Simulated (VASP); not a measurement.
A run of VASP 6.6.1 is set up as follows.

INCAR

```
PREC = Accurate
ENCUT = 500
EDIFF = 1E-6
ISMEAR = -1
SIGMA = 0.02
LREAL = F
LASPH = T
NELM = 120
ALGO = Normal
ISIF = 2
LWAVE = F
LCHARG = T
GGA = PE
LELF = T
LVHAR = T
NBANDS = 17
GGA_COMPAT = F
```

KPOINTS

```
regular mesh
0
Gamma
  8 8 8
```

File POSCAR:

```
PbSe
1.0
    0.0000000000      3.0887022191      3.0887022191
    3.0887022191      0.0000000000      3.0887022191
    3.0887022191      3.0887022191      0.0000000000
Pb Se
1 1
Direct
    0.0000000000      0.0000000000      0.0000000000
    0.5000000000      0.5000000000      0.5000000000
```

Potentials or basis: VASP PAW PBE potentials, release 64 (Pb_d, Se).

Run with:

```bash
$ cat potpaw_PBE.64/Pb_d/POTCAR potpaw_PBE.64/Se/POTCAR > POTCAR
$ mpirun -np 1 vasp_std > vasp.out
```

Problem. Predict the band gap on the k mesh.

Solution. 0.38 eV, direct.

Problem. Predict the pressure.

Solution. 0.9 GPa.

Caveat: spin-orbit coupling is left out, which moves the levels of the heavy elements. A k mesh can miss the band edges.
